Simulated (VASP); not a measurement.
# PbO2 (Pnnm) in VASP: notebook

PbO2 is run at these levels: PBE; tasks: single point.

All numbers are computed with VASP 6.6.1; they aren't measurements. Logs are shortened: lines on timing, memory, paths and dates and some standing lists are left out, and cuts for length are marked.

### Step 1. The cell of the first run

The structure is orthorhombic, space group Pnnm (No. 58). Conventional cell: a = 4.929 Å, b = 5.175 Å, c = 3.453 Å, α = 90.00°, β = 90.00°, γ = 90.00°. Within 2.9 Å of Pb (site symmetry 2/m) lie 6 O at 2.20 to 2.21 Å. Within 2.9 Å of O (site symmetry m) lie 3 Pb at 2.20 to 2.21 Å and 1 O at 2.75 Å.

### Step 2. Single point, PBE (uniaxial strain along a: -3.0 %, then relaxed in part)

INCAR

```
PREC     = Accurate       # precision mode
ENCUT    = 520            # plane-wave cutoff, eV
EDIFF    = 1E-7           # SCF threshold, eV
ISMEAR   = 0              # smearing method
SIGMA    = 0.1            # smearing width, eV
LREAL    = False          # projectors in reciprocal space
LASPH    = True           # aspherical terms in the spheres
NELM     = 60             # most SCF steps
ALGO     = Normal         # electronic algorithm
ISIF     = 2              # what is computed and relaxed
LWAVE    = False          # write WAVECAR
LCHARG   = False          # write CHGCAR
GGA      = PE             # functional
NBANDS   = 35             # bands
```

KPOINTS

```
Automatic mesh
0
Gamma
  8 8 10
```

POSCAR

```
PbO2
1.0
    4.9290217506      0.0000000000      0.0000000000
    0.0000000000      5.1750877005      0.0000000000
    0.0000000000      0.0000000000      3.4532730916
Pb O
2 4
Direct
    0.0000000000      0.0000000000      0.0000000000
    0.5000000000      0.5000000000      0.5000000000
    0.2910445809      0.3234568214      0.0000000000
    0.2089554191      0.8234568214      0.5000000000
    0.7089554191      0.6765431786      0.0000000000
    0.7910445809      0.1765431786      0.5000000000
```

Potentials or basis: VASP PAW PBE potentials, release 64 (Pb_d, O).

On the command line:

```sh
cat potpaw_PBE.64/Pb_d/POTCAR potpaw_PBE.64/O/POTCAR > POTCAR
mpirun -np 1 vasp_std > vasp.out
```

OUTCAR:

```text
PREC = Accurate
   ENCUT = 520
   EDIFF = 1E-7
   ISMEAR = 0
   LREAL = False
   LASPH = True
   NELM = 60
   ISIF = 2
   GGA = PE

 ion  position               nearest neighbor table
   1  0.000  0.000  0.000-   3 2.20   5 2.20   4 2.21   6 2.21   4 2.21   6 2.21   2 3.97   2 3.97
                             2 3.97   2 3.97   2 3.97   2 3.97   2 3.97   2 3.97
   2  0.500  0.500  0.500-   4 2.20   6 2.20   5 2.21   3 2.21   3 2.21   5 2.21   1 3.97   1 3.97
                             1 3.97   1 3.97   1 3.97   1 3.97   1 3.97   1 3.97
   3  0.291  0.323  0.000-   1 2.20   2 2.21   2 2.21
   4  0.209  0.823  0.500-   2 2.20   1 2.21   1 2.21
   5  0.709  0.677  0.000-   1 2.20   2 2.21   2 2.21
   6  0.791  0.177  0.500-   2 2.20   1 2.21   1 2.21

  LATTYP: Found a simple orthorhombic cell.
 ALAT       =     3.4532730916
 B/A-ratio  =     1.4273478001
 C/A-ratio  =     1.4986036619

  Lattice vectors:

 A1 = (   0.0000000000,   0.0000000000,   3.4532730916)
 A2 = (   4.9290217506,   0.0000000000,   0.0000000000)
 A3 = (   0.0000000000,   5.1750877005,   0.0000000000)

Analysis of symmetry for initial positions (statically):
=====================================================================
 Subroutine PRICEL returns:
 Original cell was already a primitive cell.

 Routine SETGRP: Setting up the symmetry group for a
 simple orthorhombic supercell.

 Subroutine GETGRP returns: Found  8 space group operations
 (whereof  4 operations were pure point group operations)
 out of a pool of  8 trial point group operations.

The static configuration has the point symmetry C_2h.
 The point group associated with its full space group is D_2h.

Analysis of symmetry for dynamics (positions and initial velocities):
=====================================================================
 Subroutine PRICEL returns:
 Original cell was already a primitive cell.

 Routine SETGRP: Setting up the symmetry group for a
 simple orthorhombic supercell.

 Subroutine GETGRP returns: Found  8 space group operations
 (whereof  4 operations were pure point group operations)
 out of a pool of  8 trial point group operations.

The dynamic configuration has the point symmetry C_2h.
 The point group associated with its full space group is D_2h.

 Subroutine INISYM returns: Found  8 space group operations
 (whereof  4 operations are pure point group operations),
 and found     1 'primitive' translations

----------------------------------------------------------------------------------------

                                     Primitive cell

  volume of cell :      88.0865

  direct lattice vectors                    reciprocal lattice vectors
     4.929021751  0.000000000  0.000000000     0.202880014  0.000000000  0.000000000
     0.000000000  5.175087700  0.000000000     0.000000000  0.193233440  0.000000000
     0.000000000  0.000000000  3.453273092     0.000000000  0.000000000  0.289580341

  length of vectors
     4.929021751  5.175087700  3.453273092     0.202880014  0.193233440  0.289580341

  position of ions in fractional coordinates (direct lattice)
     0.000000000  0.000000000  0.000000000
     0.500000000  0.500000000  0.500000000
     0.291044581  0.323456821  0.000000000
     0.208955419  0.823456821  0.500000000
     0.708955419  0.676543179  0.000000000
     0.791044581  0.176543179  0.500000000

  ion indices of the primitive-cell ions
   primitive index   ion index
                 1           1
                 2           2
                 3           3
                 4           4
                 5           5
                 6           6

----------------------------------------------------------------------------------------

 KPOINTS: Automatic mesh

Automatic generation of k-mesh.
 Grid dimensions read from file:
 generate k-points for:    8    8   10

 Generating k-lattice:

  Cartesian coordinates                     Fractional coordinates (reciprocal lattice)
     0.025360002  0.000000000  0.000000000     0.125000000  0.000000000  0.000000000
     0.000000000  0.024154180  0.000000000     0.000000000  0.125000000  0.000000000
     0.000000000  0.000000000  0.028958034     0.000000000  0.000000000  0.100000000

  Length of vectors
     0.025360002  0.024154180  0.028958034

  Shift w.r.t. Gamma in fractional coordinates (k-lattice)
     0.000000000  0.000000000  0.000000000

 Subroutine IBZKPT returns following result:
 ===========================================

 Found    150 irreducible k-points:

 Following reciprocal coordinates:
            Coordinates               Weight
  0.000000  0.000000  0.000000      1.000000
  0.125000  0.000000  0.000000      2.000000
  0.250000  0.000000  0.000000      2.000000
  0.375000  0.000000  0.000000      2.000000
  0.500000  0.000000  0.000000      1.000000
  0.000000  0.125000  0.000000      2.000000
[... 16 lines left out ...]
  0.250000  0.500000  0.000000      2.000000
  0.375000  0.500000  0.000000      2.000000
 [... further k-points ...]
   k-points           NKPTS =    150   k-points in BZ     NKDIM =    150   number of bands    NBANDS=     35
   number of dos      NEDOS =    301   number of ions     NIONS =      6
   total plane-waves  NPLWV =  44800
   dimension x,y,z NGX =    40 NGY =   40 NGZ =   28
   dimension x,y,z NGXF=    80 NGYF=   80 NGZF=   56
   ions per type =               2   4
   NGX,Y,Z   is equivalent  to a cutoff of  13.49, 12.85, 13.48 a.u.
   NGXF,Y,Z  is equivalent  to a cutoff of  26.98, 25.70, 26.96 a.u.
 SYSTEM =  unknown system
   PREC   = accura    normal or accurate (medium, high low for compatibility)
   ISTART =      0    job   : 0-new  1-cont  2-samecut
   ICHARG =      2    charge: 1-file 2-atom 10-const
   ISPIN  =      1    spin polarized calculation?
   LNONCOLLINEAR =      F non collinear calculations
   LSORBIT =      F    spin-orbit coupling
   LASPH  =      T    aspherical Exc in radial PAW
   ENCUT  =  520.0 eV  38.22 Ry    6.18 a.u.   9.16  9.62  6.42*2*pi/ulx,y,z
   NELM   =     60;   NELMIN=  2; NELMDL= -5     # of ELM steps
   EDIFF  = 0.1E-06   stopping-criterion for ELM
   LREAL  =      F    real-space projection
   EDIFFG = 0.1E-05   stopping-criterion for IOM
   NSW    =      0    number of steps for IOM
   IBRION =     -1    ionic relax: 0-MD 1-quasi-New 2-CG
   NFREE  =      0    steps in history (QN), initial steepest desc. (CG)
   ISIF   =      2    stress and relaxation
   ISYM   =      2    0-nonsym 1-usesym 2-fastsym
   POTIM  = 0.5000    time-step for ionic-motion
   TEBEG  =    0.0;   TEEND  =   0.0 temperature during run
   PSTRESS=    0.0 pullay stress
   NELECT =      52.0000    total number of electrons
   NUPDOWN=      -1.0000    fix difference up-down
   EMIN   =  10.00;   EMAX   =-10.00  energy-range for DOS
   EFERMI =   0.00;   METHOD = LEGACY
   ISMEAR =     0;   SIGMA  =   0.10  broadening in eV -4-tet -1-fermi 0-gaus
   EFERMI_NEDOS =   21; number of points for ismear=-14 and -15
   IALGO  =     38    algorithm
   IMIX   =      4    mixing-type and parameters
     AMIX     =   0.40;   BMIX     =  1.00
     AMIX_MAG =   1.60;   BMIX_MAG =  1.00
  volume/ion in A,a.u.               =      14.68        99.07
  Fermi-wavevector in a.u.,A,eV,Ry     =   1.373323  2.595205 25.660821  1.886017
  Thomas-Fermi vector in A             =   2.498851
   LORBIT       =      0    0 simple, 1 ext, 2 COOP (PROOUT), +10 PAW based schemes
   GGA     = PE    functional components
   LHFCALC =     F    Hartree Fock is set to
   AEXX    =    0.0000 exact exchange contribution
   IVDW    =     0    specifies the selected vdW correction
   LEPSILON=     F    determine dielectric tensor
   LRPA    =     F    only Hartree local field effects (RPA)
 non-spin polarized calculation
 Gauss-broadening in eV      SIGMA  =   0.10
  energy-cutoff  :      520.00
  volume of cell :       88.09
 maximum number of plane-waves:      2410
 NGX is ok and might be reduce to    40
   NGX = 19   NGY = 19   NGZ = 13

 number of electron      51.9999988 magnetization

 Free energy of the ion-electron system (eV)
  ---------------------------------------------------
  ext. energy  EPLUGINS =         0.00000000
  ---------------------------------------------------
  free energy    TOTEN  =       -31.85828975 eV

  energy without entropy =      -31.85729133  energy(sigma->0) =      -31.85779054

 E-fermi :   3.8365     XC(G=0): -10.4309

 val. band max:        3.7346505999   @ k =   0.1250   0.0000   0.1000
 cond. band min:       3.9050067867   @ k =   0.0000   0.1250   0.0000
 fundamental gap:      0.1703561868
 Fermi energy:         3.8365414179

 k-point     1 :       0.0000    0.0000    0.0000
  band No.  band energies     occupation
      1     -14.1683      2.00000
      2     -14.1206      2.00000
      3     -12.5722      2.00000
      4     -12.5286      2.00000
      5     -11.6680      2.00000
      6     -11.5146      2.00000
[... 27 lines left out ...]
     34      14.5017      0.00000
     35      15.5077      0.00000

 k-point     2 :       0.1250    0.0000    0.0000
  band No.  band energies     occupation
      1     -14.1295      2.00000
      2     -14.0953      2.00000
      3     -12.7199      2.00000
      4     -12.6111      2.00000
      5     -11.5102      2.00000
      6     -11.4912      2.00000
[... 27 lines left out ...]
     34      14.8578      0.00000
     35      15.5476      0.00000

 k-point     3 :       0.2500    0.0000    0.0000
  band No.  band energies     occupation
      1     -14.0222      2.00000
      2     -14.0215      2.00000
      3     -12.9865      2.00000
      4     -12.8174      2.00000
      5     -11.4757      2.00000
      6     -11.4736      2.00000
[... 27 lines left out ...]
     34      15.6143      0.00000
     35      15.6847      0.00000
[... 723 lines left out ...]
 k-point    23 :       0.2500    0.5000    0.0000
  band No.  band energies     occupation
      1     -14.0013      2.00000
      2     -14.0013      2.00000
      3     -12.9222      2.00000
      4     -12.9222      2.00000
      5     -11.4765      2.00000
      6     -11.4765      2.00000
[... 27 lines left out ...]
     34      15.1213      0.00000
     35      15.6059      0.00000

 k-point    24 :       0.3750    0.5000    0.0000
  band No.  band energies     occupation
      1     -14.0743      2.00000
      2     -14.0743      2.00000
      3     -12.7163      2.00000
      4     -12.7163      2.00000
      5     -11.4826      2.00000
      6     -11.4826      2.00000
[... 27 lines left out ...]
     34      15.1034      0.00000
     35      15.8074      0.00000

 [... further k-points ...]
[... 5 lines left out ...]
  --------------------------------------------------------------------------------------
  -------------------------------------------------------------------------------------
  Total        0.8735785      0.0937027      0.1890985     -0.0000000      0.0000000      0.0000000
  in kB       15.8892401      1.7043288      3.4394528     -0.0000000      0.0000000      0.0000000
  external PRESSURE =       7.0110072 kB  Pullay stress =       0.0000000 kB

 VOLUME and BASIS-vectors are now :
 -----------------------------------------------------------------------------
  energy-cutoff  :      520.00
  volume of cell :       88.09
      direct lattice vectors                 reciprocal lattice vectors
     4.929021751  0.000000000  0.000000000     0.202880014  0.000000000  0.000000000
     0.000000000  5.175087700  0.000000000     0.000000000  0.193233440  0.000000000
     0.000000000  0.000000000  3.453273092     0.000000000  0.000000000  0.289580341

 POSITION                                       TOTAL-FORCE (eV/Angst)
 -----------------------------------------------------------------------------------
      0.00000      0.00000      0.00000         0.000000      0.000000      0.000000
      2.46451      2.58754      1.72664         0.000000      0.000000      0.000000
      1.43457      1.67392      0.00000        -0.007736     -0.005477     -0.000000
      1.02995      4.26146      1.72664         0.007736     -0.005477      0.000000
      3.49446      3.50117      0.00000         0.007736      0.005477      0.000000
      3.89908      0.91363      1.72664        -0.007736      0.005477     -0.000000
 -----------------------------------------------------------------------------------
    total drift:                               -0.000000     -0.000000     -0.000000

  FREE ENERGIE OF THE ION-ELECTRON SYSTEM (eV)
  ---------------------------------------------------
  free  energy   TOTEN  =       -31.8582897504 eV

  energy  without entropy=      -31.8572913259  energy(sigma->0) =      -31.85779054
```

It took 7.1 min on 1 thread of Intel Xeon Platinum 8259CL at 2.50GHz (Skylake/Cascade Lake), shared host; peak memory 0.46 GiB.

Results:

- Free energy: -31.8583 eV
- Pressure: 0.7 GPa
- Largest force: 0.009 eV/Å
- Band gap on the k mesh: 0.17 eV, indirect (least direct gap 0.29 eV)

Forces on the atoms (eV/Å):
```
Pb   0.000  0.000  0.000
Pb   0.000  0.000  0.000
O   -0.008 -0.005  0.000
O    0.008 -0.005  0.000
O    0.008  0.005  0.000
O   -0.008  0.005  0.000
```

Caveat: the cell differs from its parent crystal (uniaxial strain along a: -3.0 %, then relaxed in part); spin-orbit coupling is left out, which moves the levels of the heavy elements. A k mesh can miss the band edges.

### Step 3. Single point, PBE

INCAR

```
SYSTEM = PbO2
ALGO = Normal
EDIFF = 1E-6
ENCUT = 520
GGA = PE
ISIF = 2
ISMEAR = 0
LASPH = .True.
LCHARG = .False.
LREAL = .False.
LWAVE = .False.
NBANDS = 35
NELM = 80
PREC = Accurate
SIGMA = 0.1
```

KPOINTS

```
k-points
0
Gamma
  8 8 10
  0 0 0
```

POSCAR is that of step 2.

Potentials or basis: VASP PAW PBE potentials, release 64 (Pb_d, O).

On the command line:

```sh
cat potpaw_PBE.64/Pb_d/POTCAR potpaw_PBE.64/O/POTCAR > POTCAR
mpirun -np 1 vasp_std > vasp.out
```

It took 2.6 min on 1 thread of Intel Xeon 6975P-C (Granite Rapids), shared host; peak memory 0.46 GiB.

Results (log left out):

- Free energy: -31.8583 eV
- Pressure: 0.7 GPa
- Largest force: 0.009 eV/Å
- Band gap on the k mesh: 0.17 eV, indirect (least direct gap 0.29 eV)

Forces on the atoms (eV/Å):
```
Pb   0.000  0.000  0.000
Pb   0.000  0.000  0.000
O   -0.008 -0.005  0.000
O    0.008 -0.005  0.000
O    0.008  0.005  0.000
O   -0.008  0.005  0.000
```

Stress tensor (GPa, compression positive):
```
1.59 0.00 0.00
0.00 0.18 0.00
0.00 0.00 0.35
```

Levels at points of the mesh, in eV from the valence-band top:
| k point | band 23 | band 24 | band 25 | band 26 | band 27 | band 28 | band 29 | band 30 |
| --- | --- | --- | --- | --- | --- | --- | --- | --- |
| (0.00, 0.00, 0.00) | -0.56 | -0.52 | -0.48 | -0.37 | 0.17 | 3.96 | 5.72 | 5.98 |
| (0.50, 0.00, 0.00) | -0.59 | -0.59 | -0.24 | -0.24 | 2.12 | 2.12 | 6.21 | 6.21 |
| (0.00, 0.50, 0.00) | -0.55 | -0.55 | -0.25 | -0.25 | 2.27 | 2.27 | 6.63 | 6.63 |
| (0.50, 0.50, 0.00) | -0.60 | -0.60 | -0.31 | -0.31 | 2.59 | 2.59 | 6.58 | 6.58 |
| (0.00, 0.00, 0.50) | -0.94 | -0.94 | -0.59 | -0.59 | 3.50 | 3.50 | 8.73 | 8.73 |
| (0.50, 0.00, 0.50) | -0.49 | -0.49 | -0.18 | -0.18 | 3.82 | 3.82 | 7.29 | 7.29 |
| (0.00, 0.50, 0.50) | -0.76 | -0.76 | -0.15 | -0.15 | 3.74 | 3.74 | 7.04 | 7.04 |
| (0.50, 0.50, 0.50) | -0.55 | -0.55 | -0.37 | -0.37 | 2.67 | 2.67 | 8.19 | 8.19 |

Caveat: spin-orbit coupling is left out, which moves the levels of the heavy elements. A k mesh can miss the band edges.

[end of part 1 of 2]
